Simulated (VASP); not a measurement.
# AlIr (Pm-3m) in VASP: further runs

AlIr is run at these levels: LDA; tasks: elastic constants.

Program: VASP 6.6.1. These are calculated values, not measurements. Logs are shortened: lines on timing, memory, paths and dates and some standing lists are left out, and cuts for length are marked.

**1. The cell of the first run**

The structure is cubic, space group Pm-3m (No. 221). The conventional cell has a = 2.970 Å, b = 2.970 Å, c = 2.970 Å, α = 90.00°, β = 90.00°, γ = 90.00°. Al (site symmetry m-3m) has 8 Ir at 2.57 Å and 6 Al at 2.97 Å within 3.4 Å. Ir (site symmetry m-3m) has 8 Al at 2.57 Å and 6 Ir at 2.97 Å within 3.4 Å.

**2. Elastic constants, LDA**

File INCAR:

```
SYSTEM = AlIr
PREC = Accurate
ENCUT = 600
EDIFF = 1E-8
ISMEAR = -1
SIGMA = 0.1
LREAL = .FALSE.
LASPH = .TRUE.
NELM = 100
ALGO = Normal
ISIF = 3
LWAVE = .FALSE.
LCHARG = .FALSE.
GGA = CA
IBRION = 6
NFREE = 2
POTIM = 0.015
NSW = 1
```

File KPOINTS:

```
regular mesh
0
G
  14 14 14
  0 0 0
```

File POSCAR:

```
AlIr
1.0
    2.9697314271      0.0000000000      0.0000000000
    0.0000000000      2.9697314271      0.0000000000
    0.0000000000      0.0000000000      2.9697314271
Al Ir
1 1
Direct
    0.0000000000      0.0000000000      0.0000000000
    0.5000000000      0.5000000000      0.5000000000
```

Potentials or basis: VASP PAW LDA potentials, release 64 (Al, Ir).

Started as:

```console
$ cat potpaw_LDA.64/Al/POTCAR potpaw_LDA.64/Ir/POTCAR > POTCAR
$ mpirun -np 1 vasp_std > vasp.out
```

OUTCAR:

```text
SYSTEM = AlIr
   PREC = Accurate
   ENCUT = 600
   EDIFF = 1E-8
   ISMEAR = -1
   LREAL = .FALSE.
   LASPH = .TRUE.
   NELM = 100
   ISIF = 3
   GGA = CA
   IBRION = 6
   NFREE = 2
   POTIM = 0.015
   NSW = 1

 ion  position               nearest neighbor table
   1  0.000  0.000  0.000-   2 2.57   2 2.57   2 2.57   2 2.57   2 2.57   2 2.57   2 2.57   2 2.57

   2  0.500  0.500  0.500-   1 2.57   1 2.57   1 2.57   1 2.57   1 2.57   1 2.57   1 2.57   1 2.57

  LATTYP: Found a simple cubic cell.
 ALAT       =     2.9697314271

  Lattice vectors:

 A1 = (   2.9697314271,   0.0000000000,   0.0000000000)
 A2 = (   0.0000000000,   2.9697314271,   0.0000000000)
 A3 = (   0.0000000000,   0.0000000000,   2.9697314271)

Analysis of symmetry for initial positions (statically):
=====================================================================
 Subroutine PRICEL returns:
 Original cell was already a primitive cell.

 Routine SETGRP: Setting up the symmetry group for a
 simple cubic supercell.

 Subroutine GETGRP returns: Found 48 space group operations
 (whereof 48 operations were pure point group operations)
 out of a pool of 48 trial point group operations.

The static configuration has the point symmetry O_h .

Analysis of symmetry for dynamics (positions and initial velocities):
=====================================================================
 Subroutine PRICEL returns:
 Original cell was already a primitive cell.

 Routine SETGRP: Setting up the symmetry group for a
 simple cubic supercell.

 Subroutine GETGRP returns: Found 48 space group operations
 (whereof 48 operations were pure point group operations)
 out of a pool of 48 trial point group operations.

The dynamic configuration has the point symmetry O_h .

 Subroutine INISYM returns: Found 48 space group operations
 (whereof 48 operations are pure point group operations),
 and found     1 'primitive' translations

[... 646 lines left out ...]
      4       7.2304      2.00000
      5       7.6940      2.00000
      6       8.6443      2.00000
      7      11.8820      0.00068
      8      15.5239      0.00000
      9      18.4141      0.00000
     10      20.3570      0.00000

 [... further k-points ...]

------------------------ aborting loop because EDIFF is reached ----------------------------------------

  FORCE on cell =-STRESS in cart. coord.  units (eV):
  Direction    XX          YY          ZZ          XY          YZ          ZX
  --------------------------------------------------------------------------------------
  -------------------------------------------------------------------------------------
  Total        0.2108653      0.2134564      0.2134564      0.0000000      0.0000000      0.0000000
  in kB       12.8992446     13.0577442     13.0577442      0.0000000      0.0000000      0.0000000
  external PRESSURE =      13.0049110 kB  Pullay stress =       0.0000000 kB
[... 17 lines left out ...]
  FREE ENERGIE OF THE ION-ELECTRON SYSTEM (eV)
  ---------------------------------------------------
  free  energy   TOTEN  =       -16.4652540052 eV

  energy  without entropy=      -16.4479949980  energy(sigma->0) =      -16.45662450

 INTERNAL STRAIN TENSORS FROM STRAINED CELLS
 ============================================

 INTERNAL STRAIN TENSOR FOR ION    1 for displacements in x,y,z  (eV/Angst):
          X           Y           Z          XY          YZ          ZX
  --------------------------------------------------------------------------------
  x     0.00000     0.00000     0.00000     0.00000     0.00000     0.00000
  y     0.00000     0.00000     0.00000     0.00000     0.00000     0.00000
  z     0.00000     0.00000     0.00000     0.00000     0.00000     0.00000

 INTERNAL STRAIN TENSORS FROM DISPLACED ATOMS
 ============================================

 INTERNAL STRAIN TENSOR FOR ION    1 for displacements in x,y,z  (eV/Angst):
          X           Y           Z          XY          YZ          ZX
  --------------------------------------------------------------------------------
  x     0.00000     0.00000     0.00000     0.00000     0.00000     0.00000
  y     0.00000     0.00000     0.00000     0.00000     0.00000     0.00000
  z     0.00000     0.00000     0.00000     0.00000     0.00000     0.00000

 INTERNAL STRAIN TENSOR FOR ION    2 for displacements in x,y,z  (eV/Angst):
          X           Y           Z          XY          YZ          ZX
  --------------------------------------------------------------------------------
  x     0.00000     0.00000     0.00000     0.00000     0.00000     0.00000
  y     0.00000     0.00000     0.00000     0.00000     0.00000     0.00000
  z     0.00000     0.00000     0.00000     0.00000     0.00000     0.00000

 Eigenvectors and eigenvalues of the dynamical matrix
 ----------------------------------------------------

   1 f  =    8.948163 THz    56.222964 2PiTHz  298.478575 cm-1    37.006610 meV
             X         Y         Z           dx          dy          dz
      0.000000  0.000000  0.000000     0.936461    0.000000   -0.000000
      1.484866  1.484866  1.484866    -0.350771    0.000000    0.000000
[... 21 lines left out ...]
   6 f/i=    0.000652 THz     0.004095 2PiTHz    0.021740 cm-1     0.002695 meV
             X         Y         Z           dx          dy          dz
      0.000000  0.000000  0.000000     0.062252    0.263838   -0.222608
      1.484866  1.484866  1.484866     0.166195    0.704374   -0.594303

--------------------------------------------------------------------------------------------------------

 ELASTIC MODULI CONTR FROM IONIC RELAXATION (kBar)
 Direction    XX          YY          ZZ          XY          YZ          ZX
 --------------------------------------------------------------------------------
 XX           0.0000      0.0000      0.0000      0.0000      0.0000      0.0000
 YY           0.0000      0.0000      0.0000      0.0000      0.0000      0.0000
 ZZ           0.0000      0.0000      0.0000      0.0000      0.0000      0.0000
 XY           0.0000      0.0000      0.0000      0.0000      0.0000      0.0000
 YZ           0.0000      0.0000      0.0000      0.0000      0.0000      0.0000
 ZX           0.0000      0.0000      0.0000      0.0000      0.0000      0.0000
 --------------------------------------------------------------------------------

 TOTAL ELASTIC MODULI (kBar)
 Direction    XX          YY          ZZ          XY          YZ          ZX
 --------------------------------------------------------------------------------
 XX        3603.9333   2155.6518   2155.6518      0.0000     -0.0000     -0.0000
 YY        2155.6518   3603.9333   2155.6518     -0.0000     -0.0000      0.0000
 ZZ        2155.6518   2155.6518   3603.9333     -0.0000      0.0000      0.0000
 XY           0.0000     -0.0000     -0.0000   1437.4363      0.0000      0.0000
 YZ          -0.0000     -0.0000      0.0000      0.0000   1437.4363      0.0000
 ZX          -0.0000      0.0000      0.0000      0.0000      0.0000   1437.4363
 --------------------------------------------------------------------------------
```

stdout:

```text
POSCAR found type information on POSCAR AlIr
 POSCAR found :  2 types and       2 ions
 scaLAPACK will be used
 LDA part: xc-table for (Slater(with rela. corr.)+CA(PZ))
 , standard interpolation
 POSCAR, INCAR and KPOINTS ok, starting setup
 FFT: planning ... GRIDC
 FFT: planning ... GRID_SOFT
 FFT: planning ... GRID
 WAVECAR not read
 entering main loop
 Found     2 degrees of freedom:
 Adding 6 more for cell shape distortion
 Finite differences POTIM= 0.01500 DOF=   8
 bond charge predicted
 Finite differences progress:
 bond charge predicted
 Finite differences progress:
 bond charge predicted
 Finite differences progress:
 bond charge predicted
 Finite differences progress:
 bond charge predicted
 Finite differences progress:
 bond charge predicted
 Finite differences progress:
 bond charge predicted
 Finite differences progress:
 bond charge predicted
 Finite differences progress:
 bond charge predicted
 Finite differences progress:
 bond charge predicted
 Finite differences progress:
 bond charge predicted
 Finite differences progress:
 bond charge predicted
 Finite differences progress:
 bond charge predicted
 Finite differences progress:
 bond charge predicted
 Finite differences progress:
 bond charge predicted
 Finite differences progress:
 bond charge predicted
 Finite differences progress:
```

Wall time 15 min (1 thread of AMD EPYC 7R43 (Zen 3), shared host); peak memory 0.53 GiB.

What came out:

* Elastic constants C11, C12, C44: 360, 216, 144 GPa
* Voigt bulk modulus: 264 GPa
* Highest phonon frequency at Γ, LO-TO splitting left out: 298 cm⁻¹

Phonon frequencies in cm⁻¹ (negative: imaginary):
```
              q point        frequencies
(0.000, 0.000, 0.000)  0 0 0 298 298 298
```

Elastic tensor in Voigt notation (GPa, in the Cartesian axes of the cell as first typed):
```
360 216 216   0   0   0
216 360 216   0   0   0
216 216 360   0   0   0
  0   0   0 144   0   0
  0   0   0   0 144   0
  0   0   0   0   0 144
```

Clamped-ion elastic tensor (GPa):
```
360 216 216   0   0   0
216 360 216   0   0   0
216 216 360   0   0   0
  0   0   0 144   0   0
  0   0   0   0 144   0
  0   0   0   0   0 144
```

Caveat: the cell is under stress, which shifts elastic constants; spin-orbit coupling is left out, which moves the levels of the heavy elements.

**3. Elastic constants, LDA**

This run uses another cell than the first one, of 12.85 Å³/atom, 0.982 times its volume.

File INCAR:

```
  ALGO = Normal
  EDIFF = 1E-8
  ENCUT = 600
  IBRION = 6
  ISIF = 3
  ISMEAR = -1
  LASPH = True
  LCHARG = False
  LREAL = False
  LWAVE = False
  NELM = 100
  NFREE = 2
  NSW = 1
  POTIM = 0.015
  PREC = Accurate
  SIGMA = 0.1
```

File KPOINTS:

```
k-points
0
Gamma
  14 14 14
```

File POSCAR:

```
AlIr
1.0
    2.9514184138      0.0000000000      0.0000000000
    0.0000000000      2.9514184138      0.0000000000
    0.0000000000      0.0000000000      2.9514184138
Al Ir
1 1
Direct
    0.0000000000      0.0000000000      0.0000000000
    0.5000000000      0.5000000000      0.5000000000
```

Potentials or basis: VASP PAW LDA potentials, release 64 (Al, Ir).

Started as:

```console
$ cat potpaw_LDA.64/Al/POTCAR potpaw_LDA.64/Ir/POTCAR > POTCAR
$ mpirun -np 1 vasp_std > vasp.out
```

It took 5.5 min on 1 thread of Intel Xeon 6975P-C (Granite Rapids), shared host; peak memory 0.56 GiB.

The run converged. Its results:

```
Elastic constants C11, C12, C44                         : 390, 228, 154 GPa
Voigt bulk modulus                                      : 282 GPa
Highest phonon frequency at Γ, LO-TO splitting left out : 312 cm⁻¹
```

Phonon frequencies in cm⁻¹ (negative: imaginary):
```tsv
q point	frequencies
(0.000, 0.000, 0.000)	0 0 0 312 312 312
```

Elastic tensor in Voigt notation (GPa, in the Cartesian axes of the cell as first typed):
```
390 228 228   0   0   0
228 390 228   0   0   0
228 228 390   0   0   0
  0   0   0 154   0   0
  0   0   0   0 154   0
  0   0   0   0   0 154
```

Clamped-ion elastic tensor (GPa):
```
390 228 228   0   0   0
228 390 228   0   0   0
228 228 390   0   0   0
  0   0   0 154   0   0
  0   0   0   0 154   0
  0   0   0   0   0 154
```

Caveat: the cell is under stress, which shifts elastic constants; spin-orbit coupling is left out, which moves the levels of the heavy elements.
